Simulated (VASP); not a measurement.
## TaBr4F: single point with PBE

The system is TaBr4F.

```
Ta Br F
1.0
     0.00000    5.33447    5.33447
     5.33447    0.00000    5.33447
     5.33447    5.33447    0.00000
Ta Br F
1 4 1
Direct
  0.00000 0.00000 0.00000
  0.61713 0.12762 0.12762
  0.12762 0.12762 0.12762
  0.12762 0.61713 0.12762
  0.12762 0.12762 0.61713
  0.50000 0.50000 0.50000
```

- Program: VASP 6.6.1
- Task: single point
- Functional: PBE
- Potentials or basis: VASP PAW PBE potentials, release 64 (Ta_pv, Br, F)
- Cutoff: 520 eV
- k mesh: 4 × 4 × 4
- Occupations: gaussian, width 0.1 eV
- Spin: no spin polarisation

```yaml
Pressure: 0.3 GPa
Largest_force: 0.078 eV/Å
Band_gap_on_the_k_mesh: 0.16 eV, indirect (the least direct gap lies 1.1 meV higher)
```

Forces on the atoms (eV/Å):
```
Ta   0.000  0.000  0.000
Br   0.045 -0.045 -0.045
Br   0.045  0.045  0.045
Br  -0.045  0.045 -0.045
Br  -0.045 -0.045  0.045
F    0.000  0.000  0.000
```

Levels at points of the mesh, in eV from the valence-band top:
```csv
k point,band 20,band 21,band 22,band 23,band 24,band 25,band 26,band 27
"(0.00, 0.00, 0.00)",-3.07,-0.01,-0.01,-0.01,0.20,0.20,1.50,1.50
"(0.50, 0.00, 0.00)",-3.07,-0.02,-0.02,-0.01,0.36,0.36,0.85,1.48
"(0.50, 0.50, 0.00)",-3.40,-0.01,0.00,0.00,0.16,0.60,0.93,1.33
```

Run time: 90 s on 1 thread of Intel(R) Xeon(R) 6975P-C (Granite Rapids), on a shared host, peak memory 0.46 GiB.

Caveat: spin-orbit coupling is left out, which moves the levels of the heavy elements. A k mesh can miss the band edges.
